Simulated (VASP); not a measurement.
# Zr2H3 (R3m) in VASP: a series of runs

The runs below take Zr2H3 through single point, with PBE.

Program: VASP 6.6.1. These are calculated values, not measurements. Logs are shortened: lines on timing, memory, paths and dates and some standing lists are left out, and cuts for length are marked.

### Step 1. The cell of the first run

It takes space group R3m (No. 160, trigonal). The conventional cell has a = 3.320 Å, b = 3.320 Å, c = 34.270 Å, α = 90.00°, β = 90.00°, γ = 120.00°. Zr (site symmetry 3m) has 4 H at 2.11 to 2.16 Å within 2.8 Å. Within 2.7 Å of Zr (site symmetry 3m) lie 7 H at 2.06 to 2.08 Å. Within 2.7 Å of Zr (site symmetry 3m) lie 8 H at 2.02 to 2.12 Å. Within 2.8 Å of Zr (site symmetry 3m) lie 4 H at 2.10 to 2.20 Å. H (site symmetry 3m) has 4 Zr at 2.09 to 2.16 Å and 6 H at 2.31 to 2.42 Å within 2.8 Å. H (site symmetry 3m) has 4 Zr at 2.06 to 2.20 Å and 6 H at 2.34 to 2.47 Å within 2.7 Å. H (site symmetry 3m) has 3 Zr at 2.02 Å and 6 H at 2.42 Å within 2.7 Å. Within 2.8 Å of H (site symmetry 3m) lie 4 Zr at 2.08 to 2.12 Å and 6 H at 2.42 to 2.47 Å.

The cell was generated, and may not be a known phase.

### Step 2. Single point, PBE

File INCAR:

```
SYSTEM = Zr2H3
PREC = Accurate
ENCUT = 520
EDIFF = 1E-7
ISMEAR = 0
SIGMA = 0.1
LREAL = .False.
LASPH = .True.
NELM = 60
ALGO = Normal
ISIF = 2
LWAVE = .False.
LCHARG = .False.
GGA = PE
NBANDS = 38
```

File KPOINTS:

```
regular mesh
0
Gamma
  6 6 6
  0 0 0
```

File POSCAR:

```
Zr2H3
1.0
    1.6600279000      0.9584176000     11.4231902000
   -1.6600279000      0.9584176000     11.4231902000
    0.0000000000     -1.9168351000     11.4231902000
Zr H
4 6
Direct
    0.3697990000      0.3697990000      0.3697990000
    0.5426880000      0.5426880000      0.5426880000
    0.1237180000      0.1237180000      0.1237180000
    0.9620060000      0.9620060000      0.9620060000
    0.4327120000      0.4327120000      0.4327120000
    0.8977090000      0.8977090000      0.8977090000
    0.8092600000      0.8092600000      0.8092600000
    0.1855200000      0.1855200000      0.1855200000
    0.0619930000      0.0619930000      0.0619930000
    0.6033660000      0.6033660000      0.6033660000
```

Potentials or basis: VASP PAW PBE potentials, release 64 (Zr_sv, H).

The run is started by

```console
cat potpaw_PBE.64/Zr_sv/POTCAR potpaw_PBE.64/H/POTCAR > POTCAR
mpirun -np 1 vasp_std > vasp.out
```

OUTCAR:

```text
SYSTEM = Zr2H3
   PREC = Accurate
   ENCUT = 520
   EDIFF = 1E-7
   ISMEAR = 0
   LREAL = .False.
   LASPH = .True.
   NELM = 60
   ISIF = 2
   GGA = PE

 ion  position               nearest neighbor table
   1  0.370  0.370  0.370-   9 2.11   9 2.11   9 2.11   5 2.16   4 3.19   4 3.19   4 3.19   3 3.55
                             3 3.55   3 3.55
   2  0.543  0.543  0.543-   6 2.06   6 2.06   6 2.06  10 2.08   8 2.08   8 2.08   8 2.08   3 3.51
                             3 3.51   3 3.51   4 3.52   4 3.52   4 3.52
   3  0.124  0.124  0.124-   7 2.02   7 2.02   7 2.02   5 2.09   5 2.09   5 2.09   9 2.12   8 2.12
                             2 3.51   2 3.51   2 3.51   1 3.55   1 3.55   1 3.55
   4  0.962  0.962  0.962-  10 2.10  10 2.10  10 2.10   6 2.20   1 3.19   1 3.19   1 3.19   2 3.52
                             2 3.52   2 3.52
   5  0.433  0.433  0.433-   3 2.09   3 2.09   3 2.09   1 2.16
   6  0.898  0.898  0.898-   2 2.06   2 2.06   2 2.06   4 2.20
   7  0.809  0.809  0.809-   3 2.02   3 2.02   3 2.02
   8  0.186  0.186  0.186-   2 2.08   2 2.08   2 2.08   3 2.12
   9  0.062  0.062  0.062-   1 2.11   1 2.11   1 2.11   3 2.12
  10  0.603  0.603  0.603-   2 2.08   4 2.10   4 2.10   4 2.10

  LATTYP: Found a trigonal (rhomboedric) cell.
 ALAT       =    11.5828982241
 COS(alpha) =     0.9589203913

  Lattice vectors:

 A1 = (   1.6600279000,   0.9584176000,  11.4231902000)
 A2 = (  -1.6600279000,   0.9584176000,  11.4231902000)
 A3 = (   0.0000000000,  -1.9168351000,  11.4231902000)

Analysis of symmetry for initial positions (statically):
=====================================================================
 Subroutine PRICEL returns:
 Original cell was already a primitive cell.

 Routine SETGRP: Setting up the symmetry group for a
 trigonal (rhombohedral) supercell.

 Subroutine GETGRP returns: Found  6 space group operations
 (whereof  6 operations were pure point group operations)
 out of a pool of 12 trial point group operations.

The static configuration has the point symmetry C_3v.

Analysis of symmetry for dynamics (positions and initial velocities):
=====================================================================
 Subroutine PRICEL returns:
 Original cell was already a primitive cell.

 Routine SETGRP: Setting up the symmetry group for a
 trigonal (rhombohedral) supercell.

 Subroutine GETGRP returns: Found  6 space group operations
 (whereof  6 operations were pure point group operations)
 out of a pool of 12 trial point group operations.

[... 125 lines left out ...]
   TEBEG  =    0.0;   TEEND  =   0.0 temperature during run
   PSTRESS=    0.0 pullay stress
   NELECT =      54.0000    total number of electrons
   NUPDOWN=      -1.0000    fix difference up-down
   EMIN   =  10.00;   EMAX   =-10.00  energy-range for DOS
   EFERMI =   0.00;   METHOD = LEGACY
   ISMEAR =     0;   SIGMA  =   0.10  broadening in eV -4-tet -1-fermi 0-gaus
   EFERMI_NEDOS =   21; number of points for ismear=-14 and -15
   IALGO  =     38    algorithm
   IMIX   =      4    mixing-type and parameters
     AMIX     =   0.40;   BMIX     =  1.00
     AMIX_MAG =   1.60;   BMIX_MAG =  1.00
  volume/ion in A,a.u.               =      10.90        73.59
  Fermi-wavevector in a.u.,A,eV,Ry     =   1.295199  2.447571 22.824321  1.677540
  Thomas-Fermi vector in A             =   2.426734
   LORBIT       =      0    0 simple, 1 ext, 2 COOP (PROOUT), +10 PAW based schemes
   GGA     = PE    functional components
   LHFCALC =     F    Hartree Fock is set to
   AEXX    =    0.0000 exact exchange contribution
   IVDW    =     0    specifies the selected vdW correction
   LEPSILON=     F    determine dielectric tensor
   LRPA    =     F    only Hartree local field effects (RPA)
 non-spin polarized calculation
 Gauss-broadening in eV      SIGMA  =   0.10
  energy-cutoff  :      520.00
  volume of cell :      109.05
 maximum number of plane-waves:      2958
 NGX is ok and might be reduce to    90

 number of electron      54.0000000 magnetization

 Free energy of the ion-electron system (eV)
  ---------------------------------------------------
  ext. energy  EPLUGINS =         0.00000000
  ---------------------------------------------------
  free energy    TOTEN  =       -58.84802469 eV

  energy without entropy =      -58.82586439  energy(sigma->0) =      -58.83694454

 E-fermi :   8.0358     XC(G=0): -11.0396

 val. band max:        8.0341279092   @ k =   0.5000   0.3333  -0.0000
 cond. band min:       8.1826710610   @ k =   0.5000   0.5000   0.5000
 fundamental gap:      0.1485431518
 Fermi energy:         8.0358088873

 k-point     1 :       0.0000    0.0000    0.0000
  band No.  band energies     occupation
      1     -41.1282      2.00000
      2     -40.8707      2.00000
      3     -40.7893      2.00000
      4     -40.6950      2.00000
      5     -19.3329      2.00000
      6     -19.0467      2.00000
[... 973 lines left out ...]
     37      12.6901      0.00000
     38      12.8053      0.00000

 [... further k-points ...]

------------------------ aborting loop because EDIFF is reached ----------------------------------------

  FORCE on cell =-STRESS in cart. coord.  units (eV):
  Direction    XX          YY          ZZ          XY          YZ          ZX
  --------------------------------------------------------------------------------------
  -------------------------------------------------------------------------------------
  Total        0.0101478      0.0101478     -0.0470005      0.0000000     -0.0000000      0.0000000
  in kB        0.1490980      0.1490980     -0.6905641      0.0000000     -0.0000000      0.0000000
  external PRESSURE =      -0.1307893 kB  Pullay stress =       0.0000000 kB

 VOLUME and BASIS-vectors are now :
 -----------------------------------------------------------------------------
  energy-cutoff  :      520.00
  volume of cell :      109.05
      direct lattice vectors                 reciprocal lattice vectors
     1.660027900  0.958417600 11.423190200     0.301199757  0.173897759  0.029180406
    -1.660027900  0.958417600 11.423190200    -0.301199757  0.173897759  0.029180406
     0.000000000 -1.916835100 11.423190200     0.000000000 -0.347795517  0.029180407

 POSITION                                       TOTAL-FORCE (eV/Angst)
 -----------------------------------------------------------------------------------
      0.00000      0.00000     12.67285         0.000000      0.000000      0.045774
      0.00000      0.00000     18.59768         0.000000     -0.000000     -0.013692
      0.00000      0.00000      4.23976         0.000000      0.000000      0.034308
      0.00000      0.00000     32.96753         0.000000     -0.000000     -0.073415
      0.00000      0.00000     14.82885         0.000000     -0.000000     -0.009614
      0.00000      0.00000     30.76410         0.000000      0.000000      0.019159
      0.00000      0.00000     27.73299         0.000000     -0.000000     -0.008083
      0.00000      0.00000      6.35769         0.000000      0.000000      0.000897
      0.00000      0.00000      2.12447         0.000000     -0.000000     -0.006245
      0.00000      0.00000     20.67709         0.000000      0.000000      0.010913
 -----------------------------------------------------------------------------------
    total drift:                               -0.000000      0.000000      0.000074

  FREE ENERGIE OF THE ION-ELECTRON SYSTEM (eV)
  ---------------------------------------------------
  free  energy   TOTEN  =       -58.8480246879 eV

  energy  without entropy=      -58.8258643879  energy(sigma->0) =      -58.83694454
```

Wall time 45 min (1 thread of Intel Xeon 8259CL, shared host); peak memory 1.3 GiB.

Results:

| Property | Result |
| --- | --- |
| Free energy | -58.8480 eV |
| Pressure | 0.0 GPa |
| Largest force | 0.073 eV/Å |
| Band gap on the k mesh | zero (bands 27 and 28 overlap by 0.85 eV) |

Forces in eV/Å, atoms in the order of the input:
```
Zr   0.000  0.000  0.046
Zr   0.000  0.000 -0.014
Zr   0.000  0.000  0.034
Zr   0.000  0.000 -0.073
H    0.000  0.000 -0.010
H    0.000  0.000  0.019
H    0.000  0.000 -0.008
H    0.000  0.000  0.001
H    0.000  0.000 -0.006
H    0.000  0.000  0.011
```

Caveat: the k points lie up to 0.37 Å⁻¹ apart, too coarse for converged energies and pressures of a metal.

### Step 3. Single point, PBE

This run uses another cell than the first one, of the same volume but with other edges.

File INCAR:

```
SYSTEM = Zr2H3
ALGO     = Normal         ! electronic algorithm
EDIFF    = 1E-6           ! SCF threshold, eV
ENCUT    = 520            ! plane-wave cutoff, eV
GGA      = PE             ! functional
ISIF     = 2              ! what is computed and relaxed
ISMEAR   = 0              ! smearing method
LASPH    = .True.         ! aspherical terms in the spheres
LCHARG   = .True.         ! write CHGCAR
LELF     = .True.         ! ELF
LREAL    = .False.        ! projectors in reciprocal space
LVHAR    = .True.       
LWAVE    = .False.        ! write WAVECAR
NBANDS   = 38             ! bands
NELM     = 100            ! most SCF steps
PREC     = Accurate       ! precision mode
SIGMA    = 0.2            ! smearing width, eV
```

File KPOINTS:

```
k-points
0
Gamma
  8 8 8
  0 0 0
```

File POSCAR:

```
Zr2H3
1.0
   -1.6600279102      2.8752526824     -0.0000000042
   -3.3200558203      0.0000000000      0.0000000000
   -1.6600279102      0.9584175775     11.4231901986
Zr H
4 6
Direct
    0.6302010000      0.6302010000      0.1093970000
    0.4573120000      0.4573120000      0.6280640000
    0.8762820000      0.8762820000      0.3711540000
    0.0379940000      0.0379940000      0.8860180000
    0.5672880000      0.5672880000      0.2981360000
    0.1022910000      0.1022910000      0.6931270000
    0.1907400000      0.1907400000      0.4277800000
    0.8144800000      0.8144800000      0.5565600000
    0.9380070000      0.9380070000      0.1859790000
    0.3966340000      0.3966340000      0.8100980000
```

Potentials or basis: VASP PAW PBE potentials, release 64 (Zr_sv, H).

The run is started by

```console
cat potpaw_PBE.64/Zr_sv/POTCAR potpaw_PBE.64/H/POTCAR > POTCAR
mpirun -np 1 vasp_std > vasp.out
```

It took 5.3 min on 1 thread of Intel Xeon 8259CL, shared host; peak memory 0.37 GiB.

It converged, with:

* Free energy: -58.8797 eV
* Pressure: 0.0 GPa
* Largest force: 0.035 eV/Å
* Band gap on the k mesh: zero (bands 27 and 28 overlap by 0.89 eV)

Forces in eV/Å, atoms in the order of the input:
```
Zr   0.000  0.000 -0.002
Zr   0.000  0.000  0.035
Zr   0.000  0.000 -0.006
Zr   0.000  0.000 -0.008
H    0.000  0.000  0.007
H    0.000  0.000  0.002
H    0.000  0.000 -0.024
H    0.000  0.000  0.010
H    0.000  0.000 -0.011
H    0.000  0.000 -0.003
```

Stress tensor (GPa, compression positive):
```
-0.09  0.00  0.00
 0.00 -0.09  0.00
 0.00  0.00  0.28
```

Levels at points of the mesh, in eV from the Fermi level:
```tsv
k point	band 23	band 24	band 25	band 26	band 27	band 28	band 29	band 30	band 31	band 32
(0.00, 0.00, 0.00)	-1.47	0.08	0.09	0.09	0.44	0.44	0.64	0.64	0.86	0.86
(0.50, 0.00, 0.00)	-2.58	-2.17	-1.24	-0.98	-0.43	0.73	0.82	0.84	2.76	2.83
(0.50, 0.50, 0.00)	-2.69	-2.13	-1.27	-0.92	-0.38	0.45	0.81	1.66	1.77	2.70
(0.00, 0.00, 0.50)	-1.17	-0.74	0.09	0.09	0.39	0.39	0.67	0.67	0.91	0.91
```

The gap in the log of VASP goes by the Fermi energy; the results here count the filled bands.